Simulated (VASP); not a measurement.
Set up this calculation in VASP 6.6.1, as the native input.

```yaml
Task: single point
Functional: LDA
Potentials_or_basis: VASP PAW LDA potentials, release 64 (As)
Cutoff: 520 eV
k_mesh: 13 × 13 × 13
Occupations: fermi-dirac, width 0.1 eV
Spin: no spin polarisation
Dipole_correction: no
Further_INCAR_settings: ALGO = Normal; EDIFF = 1e-07; NBANDS = 8
```

The structure of As lies in POSCAR:

```
As
1.0
    2.6017565687      0.0000000000      0.0000000000
    0.0000000000      2.6017565687      0.0000000000
    0.0000000000      0.0000000000      2.6017565687
As
1
Direct
    0.0000000000      0.0000000000      0.0000000000
```

This cell differs from its parent crystal: volume scaled by 0.92.

These files were run (other wordings do the same):

INCAR

```
SYSTEM = As
PREC = Accurate ; ENCUT = 520
EDIFF = 1E-7 ; ISMEAR = -1
SIGMA = 0.1 ; LREAL = .FALSE.
LASPH = .TRUE. ; NELM = 80
ALGO = Normal ; ISIF = 2
LWAVE = .FALSE. ; LCHARG = .FALSE.
NBANDS = 8
```

KPOINTS

```
regular mesh
0
G
  13 13 13
  0 0 0
```

Potentials or basis: VASP PAW LDA potentials, release 64 (As).

Launch:

```sh
$ cat potpaw_LDA.64/As/POTCAR > POTCAR
$ mpirun -np 1 vasp_std > vasp.out
```

Results of the run:

```yaml
Pressure: 10.1 GPa
```

It took 16 s on 1 thread of AMD EPYC 7R13 (shared host), peak memory 0.09 GiB.
